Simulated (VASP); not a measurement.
# C (Im-3m) in VASP: further runs

C is run at these levels: LDA; tasks: single point.

All numbers are computed with VASP 6.6.1; they aren't measurements. Logs are shortened: lines on timing, memory, paths and dates and some standing lists are left out, and cuts for length are marked.

**1. The cell of the first run**

It takes space group Im-3m (No. 229, cubic). Conventional cell: a = 2.046 Å, b = 2.046 Å, c = 2.046 Å, α = 90.00°, β = 90.00°, γ = 90.00°. Within 2.4 Å of C (site symmetry m-3m) lie 14 C at 1.77 to 2.05 Å.

**2. Single point, LDA (volume scaled by 0.68)**

Input file INCAR:

```
SYSTEM = C
PREC = Accurate
ENCUT = 520
EDIFF = 1E-6
ISMEAR = -1
SIGMA = 0.1
LREAL = .False.
LASPH = .True.
NELM = 80
ALGO = Normal
ISIF = 2
LWAVE = .False.
LCHARG = .True.
LELF = .True.
LVHAR = .True.
NBANDS = 8
```

Input file KPOINTS:

```
regular mesh
0
Gamma
  22 22 22
  0 0 0
```

Input file POSCAR:

```
C
1.0
   -1.0232376365      1.0232376365      1.0232376365
    1.0232376365     -1.0232376365      1.0232376365
    1.0232376365      1.0232376365     -1.0232376365
C
1
Direct
    0.0000000000      0.0000000000      0.0000000000
```

Potentials or basis: VASP PAW LDA potentials, release 64 (C).

On the command line:

```console
$ cat potpaw_LDA.64/C/POTCAR > POTCAR
$ mpirun -np 1 vasp_std > vasp.out
```

OUTCAR:

```text
SYSTEM = C
   PREC = Accurate
   ENCUT = 520
   EDIFF = 1E-6
   ISMEAR = -1
   LREAL = .False.
   LASPH = .True.
   NELM = 80
   ISIF = 2

 ion  position               nearest neighbor table
   1  0.000  0.000  0.000-

  LATTYP: Found a body centered cubic cell.
 ALAT       =     2.0464752730

  Lattice vectors:

 A1 = (  -1.0232376365,   1.0232376365,   1.0232376365)
 A2 = (   1.0232376365,  -1.0232376365,   1.0232376365)
 A3 = (   1.0232376365,   1.0232376365,  -1.0232376365)

Analysis of symmetry for initial positions (statically):
=====================================================================
 Subroutine PRICEL returns:
 Original cell was already a primitive cell.

 Routine SETGRP: Setting up the symmetry group for a
 body centered cubic supercell.

 Subroutine GETGRP returns: Found 48 space group operations
 (whereof 48 operations were pure point group operations)
 out of a pool of 48 trial point group operations.

The static configuration has the point symmetry O_h .

Analysis of symmetry for dynamics (positions and initial velocities):
=====================================================================
 Subroutine PRICEL returns:
 Original cell was already a primitive cell.

 Routine SETGRP: Setting up the symmetry group for a
 body centered cubic supercell.

 Subroutine GETGRP returns: Found 48 space group operations
 (whereof 48 operations were pure point group operations)
 out of a pool of 48 trial point group operations.

The dynamic configuration has the point symmetry O_h .

 Subroutine INISYM returns: Found 48 space group operations
 (whereof 48 operations are pure point group operations),
 and found     1 'primitive' translations

----------------------------------------------------------------------------------------

                                     Primitive cell

  volume of cell :       4.2854

  direct lattice vectors                    reciprocal lattice vectors
    -1.023237636  1.023237636  1.023237636     0.000000000  0.488645044  0.488645044
     1.023237636 -1.023237636  1.023237636     0.488645044  0.000000000  0.488645044
     1.023237636  1.023237636 -1.023237636     0.488645044  0.488645044  0.000000000

  length of vectors
     1.772299575  1.772299575  1.772299575     0.691048449  0.691048449  0.691048449

  position of ions in fractional coordinates (direct lattice)
     0.000000000  0.000000000  0.000000000

  ion indices of the primitive-cell ions
   primitive index   ion index
                 1           1

----------------------------------------------------------------------------------------

 KPOINTS: regular mesh

Automatic generation of k-mesh.
 Grid dimensions read from file:
 generate k-points for:   22   22   22

 Generating k-lattice:

  Cartesian coordinates                     Fractional coordinates (reciprocal lattice)
     0.000000000  0.022211138  0.022211138     0.045454545  0.000000000  0.000000000
     0.022211138  0.000000000  0.022211138     0.000000000  0.045454545  0.000000000
     0.022211138  0.022211138  0.000000000     0.000000000  0.000000000  0.045454545

  Length of vectors
     0.031411293  0.031411293  0.031411293

  Shift w.r.t. Gamma in fractional coordinates (k-lattice)
     0.000000000  0.000000000  0.000000000

 Subroutine IBZKPT returns following result:
 ===========================================

 Found    328 irreducible k-points:

 Following reciprocal coordinates:
            Coordinates               Weight
  0.000000  0.000000  0.000000      1.000000
  0.045455  0.000000  0.000000     12.000000
  0.090909  0.000000  0.000000     12.000000
  0.136364  0.000000  0.000000     12.000000
  0.181818  0.000000  0.000000     12.000000
  0.227273  0.000000  0.000000     12.000000
[... 16 lines left out ...]
  0.090909  0.090909  0.000000     24.000000
  0.136364  0.090909  0.000000     48.000000
 [... further k-points ...]
   k-points           NKPTS =    328   k-points in BZ     NKDIM =    328   number of bands    NBANDS=      8
   number of dos      NEDOS =    301   number of ions     NIONS =      1
   total plane-waves  NPLWV =   2744
   dimension x,y,z NGX =    14 NGY =   14 NGZ =   14
   dimension x,y,z NGXF=    28 NGYF=   28 NGZF=   28
   ions per type =               1
   NGX,Y,Z   is equivalent  to a cutoff of  13.13, 13.13, 13.13 a.u.
   NGXF,Y,Z  is equivalent  to a cutoff of  26.26, 26.26, 26.26 a.u.
 SYSTEM =  C
   PREC   = accura    normal or accurate (medium, high low for compatibility)
   ISTART =      0    job   : 0-new  1-cont  2-samecut
   ICHARG =      2    charge: 1-file 2-atom 10-const
   ISPIN  =      1    spin polarized calculation?
   LNONCOLLINEAR =      F non collinear calculations
   LSORBIT =      F    spin-orbit coupling
   LASPH  =      T    aspherical Exc in radial PAW
   ENCUT  =  520.0 eV  38.22 Ry    6.18 a.u.   3.30  3.30  3.30*2*pi/ulx,y,z
   NELM   =     80;   NELMIN=  2; NELMDL= -5     # of ELM steps
   EDIFF  = 0.1E-05   stopping-criterion for ELM
   LREAL  =      F    real-space projection
   EDIFFG = 0.1E-04   stopping-criterion for IOM
   NSW    =      0    number of steps for IOM
   IBRION =     -1    ionic relax: 0-MD 1-quasi-New 2-CG
   NFREE  =      0    steps in history (QN), initial steepest desc. (CG)
   ISIF   =      2    stress and relaxation
   ISYM   =      2    0-nonsym 1-usesym 2-fastsym
   POTIM  = 0.5000    time-step for ionic-motion
   TEBEG  =    0.0;   TEEND  =   0.0 temperature during run
   PSTRESS=    0.0 pullay stress
   NELECT =       4.0000    total number of electrons
   NUPDOWN=      -1.0000    fix difference up-down
   EMIN   =  10.00;   EMAX   =-10.00  energy-range for DOS
   EFERMI =   0.00;   METHOD = LEGACY
   ISMEAR =    -1;   SIGMA  =   0.10  broadening in eV -4-tet -1-fermi 0-gaus
   EFERMI_NEDOS =   21; number of points for ismear=-14 and -15
   IALGO  =     38    algorithm
   IMIX   =      4    mixing-type and parameters
     AMIX     =   0.40;   BMIX     =  1.00
     AMIX_MAG =   1.60;   BMIX_MAG =  1.00
  volume/ion in A,a.u.               =       4.29        28.92
  Fermi-wavevector in a.u.,A,eV,Ry     =   1.599920  3.023411 34.827441  2.559745
  Thomas-Fermi vector in A             =   2.697137
   LORBIT       =      0    0 simple, 1 ext, 2 COOP (PROOUT), +10 PAW based schemes
   GGA     = CA    functional components
   LHFCALC =     F    Hartree Fock is set to
   AEXX    =    0.0000 exact exchange contribution
   IVDW    =     0    specifies the selected vdW correction
   LEPSILON=     F    determine dielectric tensor
   LRPA    =     F    only Hartree local field effects (RPA)
 non-spin polarized calculation
  energy-cutoff  :      520.00
  volume of cell :        4.29
 maximum number of plane-waves:       135
 NGX is ok and might be reduce to    14
   NGX =  7   NGY =  7   NGZ =  7

 number of electron       4.0000000 magnetization

 Free energy of the ion-electron system (eV)
  ---------------------------------------------------
  ext. energy  EPLUGINS =         0.00000000
  ---------------------------------------------------
  free energy    TOTEN  =        -4.92368180 eV

  energy without entropy =       -4.91473251  energy(sigma->0) =       -4.91920716

 E-fermi :  16.0348     XC(G=0): -15.4156

 val. band max:       16.0305748124   @ k =   0.3182   0.0000   0.0000
 cond. band min:      16.0594273127   @ k =  -0.4545   0.4545   0.2727
 fundamental gap:      0.0288525003
 Fermi energy:        16.0348171357

 k-point     1 :       0.0000    0.0000    0.0000
  band No.  band energies     occupation
      1     -10.6005      2.00000
      2      29.7696      0.00000
      3      29.7696      0.00000
      4      29.7696      0.00000
      5      57.3922      0.00000
      6      57.3922      0.00000
      7      57.3922      0.00000
      8      62.5988      0.00000

 k-point     2 :       0.0455    0.0000    0.0000
  band No.  band energies     occupation
      1     -10.4801      2.00000
      2      29.4514      0.00000
      3      29.5401      0.00000
      4      29.7183      0.00000
      5      56.3304      0.00000
      6      56.3392      0.00000
      7      57.8957      0.00000
      8      60.7151      0.00000

 k-point     3 :       0.0909    0.0000    0.0000
  band No.  band energies     occupation
      1     -10.1190      2.00000
      2      28.4955      0.00000
      3      28.9097      0.00000
      4      29.5679      0.00000
      5      53.5035      0.00000
      6      54.2291      0.00000
      7      59.3564      0.00000
      8      60.1033      0.00000

 k-point     4 :       0.1364    0.0000    0.0000
  band No.  band energies     occupation
      1      -9.5179      2.00000
      2      26.8834      0.00000
      3      27.9957      0.00000
      4      29.3280      0.00000
      5      50.7014      0.00000
      6      52.0175      0.00000
      7      59.1284      0.00000
      8      61.5140      0.00000

 k-point     5 :       0.1818    0.0000    0.0000
  band No.  band energies     occupation
      1      -8.6778      2.00000
      2      24.6807      0.00000
      3      26.9437      0.00000
      4      29.0097      0.00000
      5      48.5405      0.00000
      6      49.9573      0.00000
      7      58.6229      0.00000
      8      62.9532      0.00000
[... 177 lines left out ...]
 k-point    22 :       0.4545    0.0455    0.0000
  band No.  band energies     occupation
      1       1.6930      2.00000
      2       6.7564      2.00000
      3      22.0687      0.00000
      4      26.7067      0.00000
      5      43.5008      0.00000
      6      45.3660      0.00000
      7      63.2049      0.00000
      8      63.8758      0.00000

 k-point    23 :       0.0909    0.0909    0.0000
  band No.  band energies     occupation
      1      -9.1575      2.00000
      2      26.2903      0.00000
      3      27.4325      0.00000
      4      28.8042      0.00000
      5      49.8447      0.00000
      6      51.0132      0.00000
      7      58.4342      0.00000
      8      62.2872      0.00000

 k-point    24 :       0.1364    0.0909    0.0000
  band No.  band energies     occupation
      1      -8.3179      2.00000
      2      24.5261      0.00000
      3      26.0700      0.00000
      4      28.3251      0.00000
      5      48.2024      0.00000
      6      49.5638      0.00000
      7      58.4219      0.00000
      8      63.9073      0.00000

 [... further k-points ...]

------------------------ aborting loop because EDIFF is reached ----------------------------------------

  FORCE on cell =-STRESS in cart. coord.  units (eV):
  Direction    XX          YY          ZZ          XY          YZ          ZX
  --------------------------------------------------------------------------------------
  -------------------------------------------------------------------------------------
  Total        4.9638548      4.9638548      4.9638548      0.0000000     -0.0000000     -0.0000000
  in kB     1855.8383541   1855.8383541   1855.8383541      0.0000000     -0.0000000     -0.0000000
  external PRESSURE =    1855.8383541 kB  Pullay stress =       0.0000000 kB

 VOLUME and BASIS-vectors are now :
 -----------------------------------------------------------------------------
  energy-cutoff  :      520.00
  volume of cell :        4.29
      direct lattice vectors                 reciprocal lattice vectors
    -1.023237636  1.023237636  1.023237636     0.000000000  0.488645044  0.488645044
     1.023237636 -1.023237636  1.023237636     0.488645044  0.000000000  0.488645044
     1.023237636  1.023237636 -1.023237636     0.488645044  0.488645044  0.000000000

 POSITION                                       TOTAL-FORCE (eV/Angst)
 -----------------------------------------------------------------------------------
      0.00000      0.00000      0.00000         0.000000      0.000000     -0.000000
 -----------------------------------------------------------------------------------
    total drift:                               -0.000000     -0.000000     -0.000000

  FREE ENERGIE OF THE ION-ELECTRON SYSTEM (eV)
  ---------------------------------------------------
  free  energy   TOTEN  =        -4.9236818018 eV

  energy  without entropy=       -4.9147325146  energy(sigma->0) =       -4.91920716
```

Run time: 4 s. Hardware: 1 thread of Intel Xeon 6975P-C, shared host; peak memory 0.11 GiB.

What came out:

```
Free energy            : -4.9237 eV
Pressure               : 185.6 GPa
Band gap on the k mesh : zero (band 2 reaches 29.77 eV, above the bottom of band 3 at 11.54 eV)
```

**3. Single point, LDA (volume scaled by 0.68)**

Input file INCAR:

```
SYSTEM = C
  PREC = Accurate
  ENCUT = 520
  EDIFF = 1E-6
  ISMEAR = -1
  SIGMA = 0.1
  LREAL = .FALSE.
  LASPH = .TRUE.
  NELM = 60
  ALGO = Normal
  ISIF = 2
  LWAVE = .FALSE.
  LCHARG = .FALSE.
  GGA = CA
  NBANDS = 8
```

Input file KPOINTS:

```
regular mesh
0
G
  22 22 22
  0 0 0
```

POSCAR is that of step 2.

Potentials or basis: VASP PAW LDA potentials, release 64 (C).

On the command line:

```console
$ cat potpaw_LDA.64/C/POTCAR > POTCAR
$ mpirun -np 1 vasp_std > vasp.out
```

It took 3.7 s on 1 thread of Intel Xeon 6975P-C, shared host; peak memory 0.11 GiB.

It converged, with:

```yaml
Free_energy: -4.9237 eV
Pressure: 185.6 GPa
Band_gap_on_the_k_mesh: zero (band 2 reaches 29.77 eV, above the bottom of band 3 at 11.54 eV)
```

Levels at points of the mesh, in eV from the Fermi level:
```csv
k point,band 1,band 2,band 3,band 4,band 5,band 6,band 7
"(0.00, 0.00, 0.00)",-26.64,13.73,13.73,13.73,41.36,41.36,41.36
"(0.50, 0.00, 0.00)",-14.11,-9.72,6.29,11.05,26.92,29.11,47.35
"(0.50, 0.50, 0.50)",-3.04,-3.04,-3.04,7.37,11.98,11.98,58.70
```

**4. Single point, LDA (volume scaled by 0.76)**

Input file INCAR:

```
SYSTEM = C
ALGO = Normal
EDIFF = 1E-7
ENCUT = 520
ISIF = 2
ISMEAR = -1
LASPH = .TRUE.
LCHARG = .FALSE.
LREAL = .FALSE.
LWAVE = .FALSE.
NBANDS = 8
NELM = 60
PREC = Accurate
SIGMA = 0.1
```

Input file KPOINTS:

```
k-points
0
G
  22 22 22
  0 0 0
```

Input file POSCAR:

```
C
1.0
   -1.0618864174      1.0618864174      1.0618864174
    1.0618864174     -1.0618864174      1.0618864174
    1.0618864174      1.0618864174     -1.0618864174
C
1
Direct
    0.0000000000      0.0000000000      0.0000000000
```

On the command line:

```console
$ cat potpaw_LDA.64/C/POTCAR > POTCAR
$ mpirun -np 1 vasp_std > vasp.out
```

Wall time 3.8 s (1 thread of Intel Xeon 6975P-C, shared host); peak memory 0.11 GiB.

Results (log left out):

```
Free energy            : -5.3765 eV
Pressure               : 107.4 GPa
Band gap on the k mesh : zero (band 2 reaches 26.28 eV, above the bottom of band 3 at 9.14 eV)
```

Levels at points of the mesh, in eV from the Fermi level:
```tsv
k point	band 1	band 2	band 3	band 4	band 5	band 6	band 7
(0.00, 0.00, 0.00)	-24.61	12.38	12.38	12.38	39.14	39.14	39.14
(0.50, 0.00, 0.00)	-12.60	-9.31	5.75	10.08	25.83	27.00	44.49
(0.50, 0.50, 0.50)	-2.61	-2.61	-2.61	5.44	12.03	12.03	54.44
```

**5. Single point, LDA (volume scaled by 0.76)**

Input file INCAR:

```
PREC     = Accurate       # precision mode
ENCUT    = 520            # plane-wave cutoff, eV
EDIFF    = 1E-6           # SCF threshold, eV
ISMEAR   = -1             # smearing method
SIGMA    = 0.1            # smearing width, eV
LREAL    = False          # projectors in reciprocal space
LASPH    = True           # aspherical terms in the spheres
NELM     = 60             # most SCF steps
ALGO     = Normal         # electronic algorithm
ISIF     = 2              # what is computed and relaxed
LWAVE    = False          # write WAVECAR
LCHARG   = False          # write CHGCAR
NBANDS   = 8              # bands
```

Input file KPOINTS:

```
Automatic mesh
0
Gamma
  22 22 22
```

POSCAR is that of step 4.

On the command line:

```console
$ cat potpaw_LDA.64/C/POTCAR > POTCAR
$ mpirun -np 1 vasp_std > vasp.out
```

It took 3.7 s on 1 thread of Intel Xeon 6975P-C, shared host; peak memory 0.11 GiB.

The run converged. Its results:

```
Free energy            : -5.3765 eV
Pressure               : 107.4 GPa
Band gap on the k mesh : zero (band 2 reaches 26.28 eV, above the bottom of band 3 at 9.14 eV)
```

Levels at points of the mesh, in eV from the Fermi level:
```csv
k point,band 1,band 2,band 3,band 4,band 5,band 6
"(0.00, 0.00, 0.00)",-24.61,12.38,12.38,12.38,39.14,39.14
"(0.50, 0.00, 0.00)",-12.60,-9.31,5.75,10.08,25.83,27.00
"(0.50, 0.50, 0.50)",-2.61,-2.61,-2.61,5.44,12.03,12.03
```
